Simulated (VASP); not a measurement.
Write the native input for VASP 6.6.1 that does the following.

- Task: density of states
- Functional: PBE
- Potentials or basis: VASP PAW PBE potentials, release 64 (Li_sv)
- Cutoff: 520 eV
- k mesh: 13 × 13 × 13
- Occupations: fermi-dirac, width 0.08 eV
- Spin: no spin polarisation
- Dipole correction: no
- k mesh for the DOS: 20 × 20 × 20
- Occupations for the DOS: tetrahedron
- Further INCAR settings: ALGO = Normal; EDIFF = 1e-06; NBANDS = 10

The system is Li.

```
Li
1.0
     1.52528   -0.88062    5.02041
     0.00000    1.76125    5.02041
    -1.52528   -0.88062    5.02041
Li
2
Cartesian
  0.0000 0.0000 3.7653
  0.0000 0.0000 -3.7653
```

One way to write it, as run:

POSCAR

```
Li
1.0
    1.5252833556     -0.8806227560      5.0204062935
    0.0000000000      1.7612455118      5.0204062935
   -1.5252833556     -0.8806227560      5.0204062935
Li
2
Direct
    0.2499964156      0.2499964156      0.2499964156
   -0.2499964156     -0.2499964156     -0.2499964156
```

INCAR.step1

```
ALGO     = Normal         # electronic algorithm
EDIFF    = 1E-6           # SCF threshold, eV
ENCUT    = 520            # plane-wave cutoff, eV
GGA      = PE             # functional
ISIF     = 2              # what is computed and relaxed
ISMEAR   = -1             # smearing method
LASPH    = True           # aspherical terms in the spheres
LCHARG   = True           # write CHGCAR
LREAL    = False          # projectors in reciprocal space
LWAVE    = False          # write WAVECAR
NBANDS   = 10             # bands
NELM     = 80             # most SCF steps
PREC     = Accurate       # precision mode
SIGMA    = 0.08           # smearing width, eV
```

KPOINTS.step1

```
k-points
0
Gamma
  13 13 13
```

INCAR.step2

```
ALGO     = Normal         # electronic algorithm
EDIFF    = 1E-6           # SCF threshold, eV
ENCUT    = 520            # plane-wave cutoff, eV
GGA      = PE             # functional
ICHARG   = 11             # starting density
ISIF     = 2              # what is computed and relaxed
ISMEAR   = -5             # smearing method
LASPH    = True           # aspherical terms in the spheres
LCHARG   = False          # write CHGCAR
LORBIT   = 10             # projections on sites
LREAL    = False          # projectors in reciprocal space
LWAVE    = False          # write WAVECAR
NBANDS   = 10             # bands
NEDOS    = 2001           # points of the DOS
NELM     = 80             # most SCF steps
PREC     = Accurate       # precision mode
SIGMA    = 0.08           # smearing width, eV
```

KPOINTS.step2

```
k-points
0
Gamma
  20 20 20
```

Potentials or basis: VASP PAW PBE potentials, release 64 (Li_sv).

Run with:

```console
$ cat potpaw_PBE.64/Li_sv/POTCAR > POTCAR
$ cp INCAR.step1 INCAR
$ cp KPOINTS.step1 KPOINTS
$ mpirun -np 1 vasp_std > vasp.out
$ cp INCAR.step2 INCAR
$ cp KPOINTS.step2 KPOINTS
$ mpirun -np 1 vasp_std > vasp.out
```

Results of the run:

```yaml
Valence_electrons_inside_the_program's_atomic_spheres: Li 2.07
```

It took 2.6 min on 1 thread of Intel(R) Xeon(R) 6975P-C (Granite Rapids), on a shared host, peak memory 0.4 GiB.
